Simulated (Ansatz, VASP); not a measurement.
Two plane-wave programs on Si2W

File INCAR:

```
SYSTEM = Si2W
  ALGO = Normal
  EDIFF = 1E-6
  ENCUT = 520
  ISIF = 2
  ISMEAR = 0
  LASPH = .TRUE.
  LCHARG = .FALSE.
  LREAL = .FALSE.
  LWAVE = .FALSE.
  NBANDS = 18
  NELM = 80
  PREC = Accurate
  SIGMA = 0.15
```

The input KPOINTS:

```
k-points
0
G
  20 20 20
  0 0 0
```

File POSCAR:

```
Si2W
1.0
   -1.5894032834      1.5894032834      3.4347004955
    1.5894032834     -1.5894032834      3.4347004955
    1.5894032834      1.5894032834     -3.4347004955
Si W
2 1
Direct
    0.3346644983      0.3346644983      0.0000000000
    0.6653355017      0.6653355017      0.0000000000
    0.0000000000      0.0000000000      0.0000000000
```

Input for Ansatz:

```yaml
crystal:
  lattice:
    - [-1.5894032834, 1.5894032834, 3.4347004955]
    - [1.5894032834, -1.5894032834, 3.4347004955]
    - [1.5894032834, 1.5894032834, -3.4347004955]
  atoms:
    - { symbol: Si, position: [0.3346644983, 0.3346644983, 0.0] }
    - { symbol: Si, position: [0.6653355017, 0.6653355017, 0.0] }
    - { symbol: W, position: [0.0, 0.0, 0.0] }
basis:
  ecutwfc: 420
kpoints:
  mp_grid: { grid: [20, 20, 20] }
hamiltonian:
  xc: lda
  pseudopotentials: { kind: paw, azcp: { folder: soft_1 } }
scf:
  occupations: { method: gaussian, width: 0.15 }
output:
  forces: true
  stress: true
  eigenvalues: true
```

Alike in both runs: task single point; functional LDA; k mesh 20 × 20 × 20; occupations gaussian, width 0.15 eV; no spin polarisation.

```csv
,VASP,Ansatz
version,VASP 6.6.1,Ansatz 0.2.0
potentials or method,"VASP PAW LDA potentials, release 64 (Si, W_sv), cutoff 520 eV","scalar-relativistic, plane waves, PAW"
valence electrons in the cell,22,22
```

```tsv
	VASP	Ansatz	Ansatz less VASP
gap on the k mesh at the Fermi level (eV)	none	none	-
rms of the force components (eV/Å)	0.043	0.037	-0.0054
```

Ansatz warns that its potentials were made for another functional, while VASP's fit it. LDA's correlation is that of Perdew and Zunger in VASP and of Perdew and Wang (1992) in Ansatz. Atom by atom the forces differ by 0.005 eV/Å (rms over components). A gap of «none» marks a metal or a gap that the smearing closes.

Spin-orbit coupling is off throughout.
